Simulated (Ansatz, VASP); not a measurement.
# Two plane-wave programs on MgO

```xyz
2
Lattice="2.6246 0.0000 0.0000 0.0000 2.6246 0.0000 0.0000 0.0000 2.6246" Properties=species:S:1:pos:R:3 pbc="T T T"
Mg    0.0000    0.0000    0.0000
O     1.3123    1.3123    1.3123
```

Alike in both runs: task single point; functional PBE; k mesh 14 × 14 × 14; occupations gaussian, width 0.05 eV; no spin polarisation.

|  | VASP | Ansatz |
| --- | --- | --- |
| version | VASP 6.6.1 | Ansatz 0.2.0 |
| potentials or method | VASP PAW PBE potentials, release 64 (Mg, O), cutoff 520 eV | scalar-relativistic, plane waves, PAW |
| valence electrons in the cell | 8 | 16 |

```csv
,VASP,Ansatz,Ansatz less VASP
gap on the k mesh at the Fermi level (eV),2.61,2.63,+0.020
least direct gap on the mesh (eV),3.63,3.64,+0.015
pressure (GPa),5.3,6.0,+0.75
```

VASP's potentials hold 8 valence electrons a cell and Ansatz's 16, so a difference there can come from the potentials and not from the codes.
